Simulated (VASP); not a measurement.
A run of VASP 6.6.1:

The input INCAR:

```
SYSTEM = InH
PREC = Accurate
ENCUT = 500
EDIFF = 1E-6
ISMEAR = 0
SIGMA = 0.1
LREAL = .False.
LASPH = .True.
NELM = 120
ALGO = Normal
ISIF = 2
LWAVE = .False.
LCHARG = .False.
GGA = PE
NBANDS = 38
GGA_COMPAT = .False.
```

The input KPOINTS:

```
Automatic mesh
0
Gamma
  12 12 4
  0 0 0
```

Contents of POSCAR:

```
InH
1.0
    3.4774626492      0.0000000000      0.0000000000
   -1.7387313246      3.0115709949      0.0000000000
    0.0000000000      0.0000000000     12.7556545070
In H
4 4
Direct
    0.0000000000      1.0000000000      0.0000000000
    0.3333333333      0.6666666667      0.2500000000
    0.0000000000      1.0000000000      0.5000000000
    0.6666666667      0.3333333333      0.7500000000
    0.3333333333      0.6666666667      0.5719262061
    0.6666666667      0.3333333333      0.4280737939
    0.6666666667      0.3333333333      0.0719262061
    0.3333333333      0.6666666667      0.9280737939
```

Potentials or basis: VASP PAW PBE potentials, release 64 (In_d, H).

The run is started by

```bash
$ cat potpaw_PBE.64/In_d/POTCAR potpaw_PBE.64/H/POTCAR > POTCAR
$ mpirun -np 1 vasp_std > vasp.out
```

Hardware: 1 thread of Intel(R) Xeon(R) 6975P-C (Granite Rapids) (shared host).

Task: Estimate the wall time of this run.

Result: Wall time 120 s on 1 thread of Intel(R) Xeon(R) 6975P-C (Granite Rapids), on a shared host, peak memory 0.37 GiB. Counts: scf iterations 14, k points 57.
